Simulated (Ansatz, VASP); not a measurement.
# ZnSe: VASP beside Ansatz

```
Zn Se
1.0
     7.99728    0.00000    0.00000
     0.00000    5.65493    0.00000
     0.00000    0.00000   25.11516
Zn Se
8 8
Direct
  0.25000 0.50000 0.31853
  0.75000 0.50000 0.31853
  0.50000 0.00000 0.39814
  0.00000 0.00000 0.39814
  0.75396 0.50037 0.48042
  0.25594 0.50816 0.48224
  0.00856 0.93211 0.53994
  0.50919 0.94925 0.54394
  0.50000 0.25000 0.31853
  0.00000 0.25000 0.31853
  0.75000 0.75000 0.39814
  0.25000 0.75000 0.39814
  0.00600 0.25376 0.47816
  0.50356 0.25357 0.47761
  0.25901 0.73178 0.56579
  0.75766 0.72459 0.56308
```

Alike in both runs: task single point; functional PBE; dispersion D3(BJ); k mesh 2 × 3 × 1; occupations gaussian, width 0.05 eV; no spin polarisation.

|  | VASP | Ansatz |
| --- | --- | --- |
| version | VASP 6.6.1 | Ansatz 0.2.0 |
| potentials or method | VASP PAW PBE potentials, release 64 (Zn, Se), cutoff 520 eV | scalar-relativistic, plane waves, PAW |
| valence electrons in the cell | 144 | 224 |

Ansatz gave:

- gap on the k mesh at the Fermi level (eV): 1.39
- least direct gap on the mesh (eV): 1.39
- rms of the force components (eV/Å): 0.364

Problem. What did VASP give for the same quantities?

Solution. gap on the k mesh at the Fermi level (eV): 1.38; least direct gap on the mesh (eV): 1.38; rms of the force components (eV/Å): 0.364.

VASP's potentials hold 144 valence electrons a cell and Ansatz's 224, so a difference there can come from the potentials and not from the codes.
